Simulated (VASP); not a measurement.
# CO2 in VASP: notebook

Runs on CO2. Level: PBEsol. Tasks: single point.

Everything below comes from runs of VASP 6.6.1. Logs are shortened: lines on timing, memory, paths and dates and some standing lists are left out, and cuts for length are marked.

### Step 1. The cell of the first run

The cell holds an amorphous packing of atoms, 30 atoms: a = 8.707 Å, b = 8.707 Å, c = 8.707 Å, α = 90.00°, β = 90.00°, γ = 90.00°.

### Step 2. Single point, PBEsol

INCAR

```
PREC     = Accurate       # precision mode
ENCUT    = 520            # plane-wave cutoff, eV
EDIFF    = 1E-7           # SCF threshold, eV
ISMEAR   = -1             # smearing method
SIGMA    = 0.05           # smearing width, eV
LREAL    = Auto         
LASPH    = True           # aspherical terms in the spheres
NELM     = 60             # most SCF steps
ALGO     = Normal         # electronic algorithm
ISIF     = 2              # what is computed and relaxed
LWAVE    = False          # write WAVECAR
LCHARG   = False          # write CHGCAR
GGA      = PS             # functional
NBANDS   = 101            # bands
```

KPOINTS

```
Automatic mesh
0
Gamma
  1 1 1
```

POSCAR

```
CO2
1.0
    8.7065880000      0.0000000000      0.0000000000
    0.0000000000      8.7065880000      0.0000000000
    0.0000000000      0.0000000000      8.7065880000
C O
10 20
Direct
    0.0592842735      0.1316433141      0.5420204760
    0.0146692261      0.3336612413      0.1606245912
    0.5967131264     -0.0079785050      0.0528672110
    0.9566974226      0.6968244232      0.7429198918
    0.2652231215      0.1283494887     -0.0746667269
    0.6780958435      0.3386738879      0.7432441158
    0.5533708060      0.7009434665      0.5199629830
    0.9529860654      0.8883496673      0.1442364678
    0.3597210915      0.6557569891      0.9661868735
    0.2025034927      0.5991444840      0.3800894448
   -0.0432751779      0.1574516279      0.6245402477
    0.1617053238      0.1064496061      0.4594657849
   -0.0721798405      0.2519594661      0.2213625378
    0.1015809620      0.4157674211      0.0993590087
    0.6386859229      0.0366244243      0.1719062132
    0.5536519650     -0.0537443200     -0.0658895581
    0.9020679360      0.6069969329      0.8263167424
    1.0101162185      0.7863615863      0.6587393516
    0.2565939511      0.0932574827      0.0545956415
    0.2741070263      0.1647964824     -0.2032809858
    0.6825805540      0.2800399785      0.8637107904
    0.6724587491      0.3975453397      0.6229103565
    0.6441328339      0.7196062961      0.4233467875
    0.4624137756      0.6826352966      0.6170865083
    0.9675773443      0.8475922908      0.2709565818
    0.9375536795      0.9279206654      0.0168283508
    0.4697385792      0.5894388308      1.0043651921
    0.2494009232      0.7218969295      0.9279628464
    0.2795493803      0.6854238515      0.3121171498
    0.1260961244      0.5115962541      0.4471050243
```

Potentials or basis: VASP PAW PBE potentials, release 64 (C, O).

On the command line:

```sh
$ cat potpaw_PBE.64/C/POTCAR potpaw_PBE.64/O/POTCAR > POTCAR
$ mpirun -np 1 vasp_gam > vasp.out
```

OUTCAR:

```text
PREC = Accurate
   ENCUT = 520
   EDIFF = 1E-7
   ISMEAR = -1
   LREAL = Auto
   LASPH = True
   NELM = 60
   ISIF = 2
   GGA = PS

 ion  position               nearest neighbor table
   1  0.059  0.132  0.542-  12 1.17  11 1.17
   2  0.015  0.334  0.161-  13 1.17  14 1.17
   3  0.597  0.992  0.053-  15 1.17  16 1.17
   4  0.957  0.697  0.743-  18 1.17  17 1.17
   5  0.265  0.128  0.925-  20 1.17  19 1.17
   6  0.678  0.339  0.743-  21 1.17  22 1.17
   7  0.553  0.701  0.520-  23 1.17  24 1.17
   8  0.953  0.888  0.144-  25 1.17  26 1.17
   9  0.360  0.656  0.966-  27 1.17  28 1.17
  10  0.203  0.599  0.380-  30 1.17  29 1.17
  11  0.957  0.157  0.625-   1 1.17
  12  0.162  0.106  0.459-   1 1.17
  13  0.928  0.252  0.221-   2 1.17
  14  0.102  0.416  0.099-   2 1.17
  15  0.639  0.037  0.172-   3 1.17
  16  0.554  0.946  0.934-   3 1.17
[... 12 lines left out ...]
  29  0.280  0.685  0.312-  10 1.17
  30  0.126  0.512  0.447-  10 1.17

  LATTYP: Found a simple cubic cell.
 ALAT       =     8.7065880000

  Lattice vectors:

 A1 = (   8.7065880000,   0.0000000000,   0.0000000000)
 A2 = (   0.0000000000,   8.7065880000,   0.0000000000)
 A3 = (   0.0000000000,   0.0000000000,   8.7065880000)

Analysis of symmetry for initial positions (statically):
=====================================================================
 Subroutine PRICEL returns:
 Original cell was already a primitive cell.

 Routine SETGRP: Setting up the symmetry group for a
 simple cubic supercell.

 Subroutine GETGRP returns: Found  1 space group operations
 (whereof  1 operations were pure point group operations)
 out of a pool of 48 trial point group operations.

The static configuration has the point symmetry C_1 .

Analysis of symmetry for dynamics (positions and initial velocities):
=====================================================================
 Subroutine PRICEL returns:
 Original cell was already a primitive cell.

 Routine SETGRP: Setting up the symmetry group for a
 simple cubic supercell.

 Subroutine GETGRP returns: Found  1 space group operations
 (whereof  1 operations were pure point group operations)
 out of a pool of 48 trial point group operations.

The dynamic configuration has the point symmetry C_1 .

 Subroutine INISYM returns: Found  1 space group operations
 (whereof  1 operations are pure point group operations),
 and found     1 'primitive' translations

----------------------------------------------------------------------------------------

                                     Primitive cell

  volume of cell :     660.0001

  direct lattice vectors                    reciprocal lattice vectors
     8.706588000  0.000000000  0.000000000     0.114855555  0.000000000  0.000000000
     0.000000000  8.706588000  0.000000000     0.000000000  0.114855555  0.000000000
     0.000000000  0.000000000  8.706588000     0.000000000  0.000000000  0.114855555

  length of vectors
     8.706588000  8.706588000  8.706588000     0.114855555  0.114855555  0.114855555

  position of ions in fractional coordinates (direct lattice)
     0.059284273  0.131643314  0.542020476
     0.014669226  0.333661241  0.160624591
     0.596713126  0.992021495  0.052867211
     0.956697423  0.696824423  0.742919892
     0.265223122  0.128349489  0.925333273
     0.678095844  0.338673888  0.743244116
[... 22 lines left out ...]
     0.279549380  0.685423851  0.312117150
     0.126096124  0.511596254  0.447105024

  ion indices of the primitive-cell ions
   primitive index   ion index
                 1           1
                 2           2
                 3           3
                 4           4
                 5           5
                 6           6
[... 22 lines left out ...]
                29          29
                30          30

----------------------------------------------------------------------------------------

 KPOINTS: Automatic mesh

Automatic generation of k-mesh.
 Grid dimensions read from file:
 generate k-points for:    1    1    1

 Generating k-lattice:

  Cartesian coordinates                     Fractional coordinates (reciprocal lattice)
     0.114855555  0.000000000  0.000000000     1.000000000  0.000000000  0.000000000
     0.000000000  0.114855555  0.000000000     0.000000000  1.000000000  0.000000000
     0.000000000  0.000000000  0.114855555     0.000000000  0.000000000  1.000000000

  Length of vectors
     0.114855555  0.114855555  0.114855555

  Shift w.r.t. Gamma in fractional coordinates (k-lattice)
     0.000000000  0.000000000  0.000000000

 Subroutine IBZKPT returns following result:
 ===========================================

 Found      1 irreducible k-points:

 Following reciprocal coordinates:
            Coordinates               Weight
  0.000000  0.000000  0.000000      1.000000
   k-points           NKPTS =      1   k-points in BZ     NKDIM =      1   number of bands    NBANDS=    101
   number of dos      NEDOS =    301   number of ions     NIONS =     30
   total plane-waves  NPLWV = 343000
   dimension x,y,z NGX =    70 NGY =   70 NGZ =   70
   dimension x,y,z NGXF=   140 NGYF=  140 NGZF=  140
   ions per type =              10  20
   NGX,Y,Z   is equivalent  to a cutoff of  13.37, 13.37, 13.37 a.u.
   NGXF,Y,Z  is equivalent  to a cutoff of  26.73, 26.73, 26.73 a.u.
 SYSTEM =  unknown system
   PREC   = accura    normal or accurate (medium, high low for compatibility)
   ISTART =      0    job   : 0-new  1-cont  2-samecut
   ICHARG =      2    charge: 1-file 2-atom 10-const
   ISPIN  =      1    spin polarized calculation?
   LNONCOLLINEAR =      F non collinear calculations
   LSORBIT =      F    spin-orbit coupling
   LASPH  =      T    aspherical Exc in radial PAW
   ENCUT  =  520.0 eV  38.22 Ry    6.18 a.u.  16.19 16.19 16.19*2*pi/ulx,y,z
   NELM   =     60;   NELMIN=  2; NELMDL= -5     # of ELM steps
   EDIFF  = 0.1E-06   stopping-criterion for ELM
   LREAL  =      T    real-space projection
   EDIFFG = 0.1E-05   stopping-criterion for IOM
   NSW    =      0    number of steps for IOM
   IBRION =     -1    ionic relax: 0-MD 1-quasi-New 2-CG
   NFREE  =      0    steps in history (QN), initial steepest desc. (CG)
   ISIF   =      2    stress and relaxation
   ISYM   =      2    0-nonsym 1-usesym 2-fastsym
   POTIM  = 0.5000    time-step for ionic-motion
   TEBEG  =    0.0;   TEEND  =   0.0 temperature during run
   PSTRESS=    0.0 pullay stress
   NELECT =     160.0000    total number of electrons
   NUPDOWN=      -1.0000    fix difference up-down
   EMIN   =  10.00;   EMAX   =-10.00  energy-range for DOS
   EFERMI =   0.00;   METHOD = LEGACY
   ISMEAR =    -1;   SIGMA  =   0.05  broadening in eV -4-tet -1-fermi 0-gaus
   EFERMI_NEDOS =   21; number of points for ismear=-14 and -15
   IALGO  =     38    algorithm
   IMIX   =      4    mixing-type and parameters
     AMIX     =   0.40;   BMIX     =  1.00
     AMIX_MAG =   1.60;   BMIX_MAG =  1.00
  volume/ion in A,a.u.               =      22.00       148.46
  Fermi-wavevector in a.u.,A,eV,Ry     =   1.020783  1.929000 14.177247  1.041998
  Thomas-Fermi vector in A             =   2.154372
   LORBIT       =      0    0 simple, 1 ext, 2 COOP (PROOUT), +10 PAW based schemes
   GGA     = PS    functional components
   LHFCALC =     F    Hartree Fock is set to
   AEXX    =    0.0000 exact exchange contribution
   IVDW    =     0    specifies the selected vdW correction
   LEPSILON=     F    determine dielectric tensor
   LRPA    =     F    only Hartree local field effects (RPA)
 non-spin polarized calculation
  energy-cutoff  :      520.00
  volume of cell :      660.00
 maximum number of plane-waves:      8923
 NGX is ok and might be reduce to    70
   NGX = 33   NGY = 33   NGZ = 33

 number of electron     159.9999997 magnetization

 Free energy of the ion-electron system (eV)
  ---------------------------------------------------
  ext. energy  EPLUGINS =         0.00000000
  ---------------------------------------------------
  free energy    TOTEN  =      -237.81260022 eV

  energy without entropy =     -237.81260022  energy(sigma->0) =     -237.81260022

 E-fermi :  -4.1278     XC(G=0):  -6.0433

 val. band max:       -5.3531691294   @ k =   0.0000   0.0000   0.0000
 cond. band min:       1.1628209829   @ k =   0.0000   0.0000   0.0000
 fundamental gap:      6.5159901124
 Fermi energy:        -4.1277602272

 k-point     1 :       0.0000    0.0000    0.0000
  band No.  band energies     occupation
      1     -26.0133      2.00000
      2     -25.9720      2.00000
      3     -25.9245      2.00000
      4     -25.8446      2.00000
      5     -25.7828      2.00000
      6     -25.7549      2.00000
[... 84 lines left out ...]
     91       2.8701      0.00000
     92       2.9119      0.00000
 [bands above 92 left out]

------------------------ aborting loop because EDIFF is reached ----------------------------------------

  FORCE on cell =-STRESS in cart. coord.  units (eV):
  Direction    XX          YY          ZZ          XY          YZ          ZX
  --------------------------------------------------------------------------------------
  -------------------------------------------------------------------------------------
  Total        4.5830308      2.7058484      7.8687761      0.8793483     -2.7567580     -1.5411268
  in kB       11.1254959      6.5685583     19.1017778      2.1346542     -6.6921436     -3.7411488
  external PRESSURE =      12.2652773 kB  Pullay stress =       0.0000000 kB

 VOLUME and BASIS-vectors are now :
 -----------------------------------------------------------------------------
  energy-cutoff  :      520.00
  volume of cell :      660.00
      direct lattice vectors                 reciprocal lattice vectors
     8.706588000  0.000000000  0.000000000     0.114855555  0.000000000  0.000000000
     0.000000000  8.706588000  0.000000000     0.000000000  0.114855555  0.000000000
     0.000000000  0.000000000  8.706588000     0.000000000  0.000000000  0.114855555

 POSITION                                       TOTAL-FORCE (eV/Angst)
 -----------------------------------------------------------------------------------
      0.51616      1.14616      4.71915        -0.025997      0.004772      0.012006
      0.12772      2.90505      1.39849         0.003267      0.020853     -0.005242
      5.19534      8.63712      0.46029         0.002364     -0.003071      0.015764
      8.32957      6.06696      6.46830         0.019715      0.038904     -0.017841
      2.30919      1.11749      8.05650         0.008225      0.004004     -0.025433
      5.90390      2.94869      6.47112         0.014187      0.015031     -0.025355
[... 22 lines left out ...]
      2.43392      5.96770      2.71748         0.370909      0.370798     -0.288024
      1.09787      4.45426      3.89276        -0.389896     -0.422083      0.344328
 -----------------------------------------------------------------------------------
    total drift:                                0.029903      0.000504     -0.003961

  FREE ENERGIE OF THE ION-ELECTRON SYSTEM (eV)
  ---------------------------------------------------
  free  energy   TOTEN  =      -237.8126002176 eV

  energy  without entropy=     -237.8126002175  energy(sigma->0) =     -237.81260022
```

Run time: 1.8 min. Hardware: 1 thread of Intel Xeon Platinum 8488C (Sapphire Rapids), shared host; peak memory 0.67 GiB.

Results:

* Free energy: -237.8126 eV
* Pressure: 1.2 GPa
* Largest force: 0.743 eV/Å
* Band gap on the k mesh: 6.52 eV

Forces on the atoms (eV/Å):
```
C   -0.026  0.005  0.012
C    0.003  0.021 -0.005
C    0.002 -0.003  0.016
C    0.020  0.039 -0.018
C    0.008  0.004 -0.025
C    0.014  0.015 -0.025
C   -0.028 -0.008  0.035
C    0.010 -0.022  0.037
C   -0.030  0.025 -0.037
C    0.018  0.052 -0.051
O   -0.554  0.140  0.439
O    0.565 -0.136 -0.462
O   -0.469 -0.448  0.329
O    0.444  0.432 -0.312
O    0.213  0.227  0.622
O   -0.216 -0.236 -0.604
O   -0.282 -0.467  0.418
O    0.276  0.450 -0.412
O   -0.060 -0.175  0.662
O    0.056  0.197 -0.648
O    0.032 -0.321  0.634
O   -0.027  0.289 -0.599
O    0.502  0.106 -0.511
O   -0.475 -0.087  0.492
O    0.091 -0.207  0.607
O   -0.082  0.203 -0.659
O    0.562 -0.372  0.174
O   -0.549  0.331 -0.165
O    0.371  0.371 -0.288
O   -0.390 -0.422  0.344
```

Stress tensor (GPa, compression positive):
```
 1.11  0.21 -0.37
 0.21  0.66 -0.67
-0.37 -0.67  1.91
```

Levels at points of the mesh, in eV from the valence-band top:
```
           k point  band 76  band 77  band 78  band 79  band 80  band 81  band 82  band 83  band 84  band 85
(0.00, 0.00, 0.00)    -0.22    -0.17    -0.13    -0.02     0.00     6.52     7.81     7.86     7.92     7.97
```

Caveat: the k points lie up to 0.72 Å⁻¹ apart; the PAW data sets were made with another functional, which shifts forces and pressure a little.

### Step 3. Single point, PBEsol

INCAR

```
PREC = Accurate ; ENCUT = 520
EDIFF = 1E-6 ; ISMEAR = -1
SIGMA = 0.05 ; LREAL = Auto
LASPH = T ; NELM = 100
ALGO = Normal ; ISIF = 2
LWAVE = F ; LCHARG = T
GGA = PS ; LELF = T
LVHAR = T ; NBANDS = 101
```

KPOINTS is that of step 2.

POSCAR

```
CO2
1.0
    8.7065880000      0.0000000000      0.0000000000
    0.0000000000      8.7065880000      0.0000000000
    0.0000000000      0.0000000000      8.7065880000
C O
10 20
Direct
    0.0548894699      0.1431444786      0.4820372803
   -0.0008269600      0.3053090372      0.1189444131
    0.6220576878      0.0333425677      0.1347140809
    0.9415513861      0.7469171620      0.7294820887
    0.3324838616      0.0832128499     -0.1344958553
    0.7435748654      0.3193443861      0.7581730065
    0.5480447679      0.7006533443      0.4881131392
    0.9319150051      0.8372855130      0.1667702664
    0.4493264181      0.6170270145      1.0254303982
    0.1977353241      0.5939065912      0.4050151449
   -0.0429444921      0.1729380097      0.5727846546
    0.1602120142      0.1158433131      0.4026950626
   -0.0755634699      0.1993892441      0.1627388364
    0.0665587943      0.4084493260      0.0645603077
    0.6258708922      0.0819264676      0.2607450818
    0.6112268089     -0.0092918144      0.0093722133
    0.9363484295      0.6424790056      0.8148542230
    0.9553225672      0.8463820730      0.6417669011
    0.2849681184      0.0923553521     -0.0073507555
    0.3743372260      0.0812603054     -0.2604120007
    0.7842107609      0.2776633051      0.8812866763
    0.6984251466      0.3580851649      0.6387232289
    0.6188072756      0.7792834575      0.4060488449
    0.4903413369      0.6156372623      0.5733589323
    0.9529795139      0.7832804309      0.2861626162
    0.9218421728      0.9003526984      0.0513863755
    0.5735771579      0.6226893934      1.0800097581
    0.3219516072      0.6219313467      0.9758587405
    0.2786740340      0.6661047933      0.3237088972
    0.1260769431      0.5165054324      0.4879408558
```

Potentials or basis: VASP PAW PBE potentials, release 64 (C, O).

On the command line:

```sh
$ cat potpaw_PBE.64/C/POTCAR potpaw_PBE.64/O/POTCAR > POTCAR
$ mpirun -np 1 vasp_gam > vasp.out
```

Wall time 2 min (1 thread of Intel Xeon Platinum 8488C (Sapphire Rapids), shared host); peak memory 0.67 GiB.

Results (log left out):

- Free energy: -237.1554 eV
- Pressure: 0.7 GPa
- Largest force: 2.819 eV/Å
- Band gap on the k mesh: 6.28 eV

Forces on the atoms (eV/Å):
```
C   -0.735  0.449  1.652
C   -1.222 -1.343 -0.193
C   -0.276  1.156  2.137
C    0.367 -1.297  0.805
C   -1.094  0.461  2.409
C    0.388 -0.656  1.618
C    0.916  0.048 -0.266
C    0.659  0.002  0.716
C   -0.932  0.688  0.026
C    0.960  0.239 -0.497
O    0.987 -0.369 -1.306
O   -0.109 -0.084 -0.320
O    1.086  1.358 -0.028
O    0.202  0.066  0.376
O    0.150 -0.237 -0.297
O   -0.100 -0.821 -1.873
O   -0.305  0.076  0.018
O   -0.057  1.085 -0.799
O    0.316 -0.205 -0.670
O    0.687 -0.228 -1.740
O   -0.222  0.359 -0.888
O   -0.275  0.401 -0.827
O    0.094  0.618 -0.550
O   -0.976 -0.659  0.945
O    0.017 -1.173  1.850
O   -0.480  0.966 -2.604
O   -0.637 -0.363 -0.466
O    1.608 -0.296  0.364
O   -0.519 -0.115  0.193
O   -0.496 -0.127  0.215
```

Stress tensor (GPa, compression positive):
```
-0.44 -0.04  0.03
-0.04  0.68 -0.89
 0.03 -0.89  2.00
```

Levels at points of the mesh, in eV from the valence-band top:
```
           k point  band 76  band 77  band 78  band 79  band 80  band 81  band 82  band 83  band 84  band 85
(0.00, 0.00, 0.00)    -0.19    -0.09    -0.08    -0.04     0.00     6.28     7.50     7.53     7.68     7.68
```

Caveat: the k points lie up to 0.72 Å⁻¹ apart; the PAW data sets were made with another functional, which shifts forces and pressure a little.
